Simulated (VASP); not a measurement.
# Ca (P6_3/mmc) in VASP: a series of runs, part 3 of 3

VASP 6.6.1. Earlier steps stand in the parts before.

**5. Single point, PBEsol**

This run uses another cell than the first one, of 31.82 Å³/atom.

INCAR reads:

```
ALGO = Normal
EDIFF = 1E-7
ENCUT = 520
GGA = PS
ISIF = 2
ISMEAR = -1
LASPH = True
LCHARG = False
LREAL = False
LWAVE = False
NBANDS = 17
NELM = 80
PREC = Accurate
SIGMA = 0.08
```

KPOINTS reads:

```
k-points
0
Gamma
  11 11 6
```

POSCAR reads:

```
Ca
1.0
    3.5417495595      0.0000000000      0.0000000000
   -1.7708747797      3.0672450923      0.0000000000
    0.0000000000      0.0000000000      5.8580773078
Ca
2
Direct
    0.3333333333      0.6666666667      0.2500000000
    0.6666666667      0.3333333333      0.7500000000
```

Potentials or basis: VASP PAW PBE potentials, release 64 (Ca_sv).

Started as:

```bash
> cat potpaw_PBE.64/Ca_sv/POTCAR > POTCAR
> mpirun -np 1 vasp_std > vasp.out
```

OUTCAR:

```text
EDIFF = 1E-7
   ENCUT = 520
   GGA = PS
   ISIF = 2
   ISMEAR = -1
   LASPH = True
   LREAL = False
   NELM = 80
   PREC = Accurate

 ion  position               nearest neighbor table
   1  0.333  0.667  0.250-
   2  0.667  0.333  0.750-

  LATTYP: Found a hexagonal cell.
 ALAT       =     3.5417495595
 C/A-ratio  =     1.6540066454

  Lattice vectors:

 A1 = (   3.5417495595,   0.0000000000,   0.0000000000)
 A2 = (  -1.7708747797,   3.0672450923,   0.0000000000)
 A3 = (   0.0000000000,   0.0000000000,   5.8580773078)

Analysis of symmetry for initial positions (statically):
=====================================================================
 Subroutine PRICEL returns:
 Original cell was already a primitive cell.

 Routine SETGRP: Setting up the symmetry group for a
 hexagonal supercell.

 Subroutine GETGRP returns: Found 24 space group operations
 (whereof 12 operations were pure point group operations)
 out of a pool of 24 trial point group operations.

The static configuration has the point symmetry D_3d.
 The point group associated with its full space group is D_6h.

[... 157 lines left out ...]
  free energy    TOTEN  =        -3.97056375 eV

  energy without entropy =       -3.92121026  energy(sigma->0) =       -3.94588701

 E-fermi :   3.1480     XC(G=0):  -8.7629

 val. band max:        3.1354294344   @ k =   0.3636   0.0909   0.0000
 cond. band min:       3.1509559366   @ k =   0.3636   0.0909   0.0000
 fundamental gap:      0.0155265021
 Fermi energy:         3.1480362914

 k-point     1 :       0.0000    0.0000    0.0000
  band No.  band energies     occupation
      1     -38.0730      2.00000
      2     -38.0253      2.00000
      3     -19.3520      2.00000
      4     -19.0378      2.00000
      5     -19.0378      2.00000
      6     -18.9920      2.00000
[... 457 lines left out ...]
      4     -19.1631      2.00000
      5     -19.1477      2.00000
      6     -19.0760      2.00000
[... 9 lines left out ...]
     16       6.5696      0.00000
     17       6.8565      0.00000

 [... further k-points ...]

------------------------ aborting loop because EDIFF is reached ----------------------------------------

  FORCE on cell =-STRESS in cart. coord.  units (eV):
  Direction    XX          YY          ZZ          XY          YZ          ZX
  --------------------------------------------------------------------------------------
  -------------------------------------------------------------------------------------
  Total        2.5745659      2.5745659      2.6223331      0.0000000     -0.0000000      0.0000000
  in kB       64.8176329     64.8176329     66.0202273      0.0000000     -0.0000000      0.0000000
  external PRESSURE =      65.2184977 kB  Pullay stress =       0.0000000 kB

 VOLUME and BASIS-vectors are now :
 -----------------------------------------------------------------------------
  energy-cutoff  :      520.00
  volume of cell :       63.64
      direct lattice vectors                 reciprocal lattice vectors
     3.541749559  0.000000000  0.000000000     0.282346333  0.163012731  0.000000000
    -1.770874780  3.067245092  0.000000000     0.000000000  0.326025463  0.000000000
     0.000000000  0.000000000  5.858077308     0.000000000  0.000000000  0.170704473

 POSITION                                       TOTAL-FORCE (eV/Angst)
 -----------------------------------------------------------------------------------
     -0.00000      2.04483      1.46452         0.000000     -0.000000      0.000000
      1.77087      1.02242      4.39356        -0.000000      0.000000      0.000000
 -----------------------------------------------------------------------------------
    total drift:                               -0.000000      0.000000      0.000000

  FREE ENERGIE OF THE ION-ELECTRON SYSTEM (eV)
  ---------------------------------------------------
  free  energy   TOTEN  =        -3.9705637470 eV

  energy  without entropy=       -3.9212102645  energy(sigma->0) =       -3.94588701
```

It took 33 s on 1 thread of AMD EPYC 9R45 (Zen 5), shared host; peak memory 0.18 GiB.

What came out:

```
Free energy            : -3.9706 eV
Pressure               : 6.5 GPa
Band gap on the k mesh : zero (bands 10 and 11 overlap by 0.17 eV)
```

Levels at points of the mesh, in eV from the Fermi level:
```csv
k point,band 8,band 9,band 10,band 11,band 12,band 13
"(0.00, 0.00, 0.00)",-22.13,-4.53,-1.22,0.11,2.57,2.65
"(0.00, 0.00, 0.50)",-22.16,-3.27,-3.27,1.50,1.50,2.64
```

Caveat: the cell stands under pressure; the PAW data sets were made with another functional, which shifts forces and pressure a little.

**6. Single point, PBEsol (31.82 Å³/atom)**

This run uses another cell than the first one, of 31.82 Å³/atom.

INCAR reads:

```
SYSTEM = Ca
PREC     = Accurate       ! precision mode
ENCUT    = 520            ! plane-wave cutoff, eV
EDIFF    = 1E-6           ! SCF threshold, eV
ISMEAR   = -1             ! smearing method
SIGMA    = 0.08           ! smearing width, eV
LREAL    = .False.        ! projectors in reciprocal space
LASPH    = .True.         ! aspherical terms in the spheres
NELM     = 60             ! most SCF steps
ALGO     = Normal         ! electronic algorithm
ISIF     = 2              ! what is computed and relaxed
LWAVE    = .False.        ! write WAVECAR
LCHARG   = .False.        ! write CHGCAR
GGA      = PS             ! functional
NBANDS   = 17             ! bands
```

KPOINTS reads:

```
Automatic mesh
0
Gamma
  11 11 6
  0 0 0
```

POSCAR reads:

```
Ca
1.0
    3.5417495595      0.0000000000      0.0000000000
   -1.7708747797      3.0672450924      0.0000000000
    0.0000000000      0.0000000000      5.8580773078
Ca
2
Direct
    0.3333333333      0.6666666667      0.2500000000
    0.6666666667      0.3333333333      0.7500000000
```

Potentials or basis: VASP PAW PBE potentials, release 64 (Ca_sv).

Started as:

```bash
> cat potpaw_PBE.64/Ca_sv/POTCAR > POTCAR
> mpirun -np 1 vasp_std > vasp.out
```

Run time: 29 s. Hardware: 1 thread of AMD EPYC 9R45 (Zen 5), shared host; peak memory 0.18 GiB.

It converged, with:

```yaml
Free_energy: -3.9706 eV
Pressure: 6.5 GPa
Band_gap_on_the_k_mesh: zero (bands 10 and 11 overlap by 0.17 eV)
```

Stress tensor (GPa, compression positive):
```
6.48 0.00 0.00
0.00 6.48 0.00
0.00 0.00 6.60
```

Levels at points of the mesh, in eV from the Fermi level:
```
           k point  band 7  band 8  band 9  band 10  band 11  band 12  band 13  band 14
(0.00, 0.00, 0.00)  -22.14  -22.13   -4.53    -1.22     0.11     2.57     2.65     2.65
(0.00, 0.00, 0.50)  -22.16  -22.16   -3.27    -3.27     1.50     1.50     2.64     2.64
```

Caveat: the cell stands under pressure; the PAW data sets were made with another functional, which shifts forces and pressure a little.

**7. The runs side by side**

| cell | smearing | gap on the mesh (eV) | pressure (GPa) |
| --- | --- | --- | --- |
| a = 3.197, b = 3.197, c = 5.346 Å, angles 90.0, 90.0, 120.0°, 2 atoms | fermi-dirac 0.08 eV | none | 21.1 |
| a = 3.197, b = 3.197, c = 5.346 Å, angles 90.0, 90.0, 120.0°, 2 atoms | fermi-dirac 0.05 eV | none | 21.0 |
| a = 3.381, b = 3.381, c = 5.606 Å, angles 90.0, 90.0, 120.0°, 2 atoms | fermi-dirac 0.08 eV | none | 12.2 |
| a = 3.542, b = 3.542, c = 5.858 Å, angles 90.0, 90.0, 120.0°, 2 atoms | fermi-dirac 0.08 eV | none | 6.5 |

Alike in all rows: task single point; level PBEsol; potentials or basis VASP PAW PBE potentials, release 64 (Ca_sv); no spin polarisation; k mesh 11 × 11 × 6; cutoff (eV) 520.

Caveats: the cell stands under pressure; the PAW data sets were made with another functional, which shifts forces and pressure a little.

Absolute energies hang on the potentials; compare differences alone.

The gap in the log of VASP goes by the Fermi energy; the results here count the filled bands.